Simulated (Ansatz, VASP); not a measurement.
# GaN in VASP and in Ansatz

```
Ga N
1.0
     3.02866    0.00000    0.00000
    -1.51433    2.62289    0.00000
     0.00000    0.00000    5.92066
Ga N
2 2
Direct
  0.33333 0.66667 0.99913
  0.66667 0.33333 0.49913
  0.33333 0.66667 0.37587
  0.66667 0.33333 0.87587
```

Alike in both runs: task single point; functional PBE; k mesh 12 × 12 × 6; occupations gaussian, width 0.05 eV; no spin polarisation.

|  | VASP | Ansatz |
| --- | --- | --- |
| version | VASP 6.6.1 | Ansatz 0.2.0 |
| potentials or method | VASP PAW PBE potentials, release 64 (Ga_d, N), cutoff 520 eV | scalar-relativistic, plane waves, PAW |
| valence electrons in the cell | 36 | 36 |

Ansatz gave:

- gap on the k mesh at the Fermi level (eV): 0.49
- least direct gap on the mesh (eV): 0.49
- pressure (GPa): 8.0
- traceless stress, the component that is largest in VASP (GPa): -36.09
- rms of the force components (eV/Å): 0.289

Question: Estimate VASP's values.

Answer: gap on the k mesh at the Fermi level (eV): 0.48; least direct gap on the mesh (eV): 0.48; pressure (GPa): 8.1; traceless stress, the component that is largest in VASP (GPa): -36.18; rms of the force components (eV/Å): 0.280.

Atom by atom the forces differ by 0.009 eV/Å (rms over components). With one functional, cell and mesh, what is left measures potentials, basis and numerics.
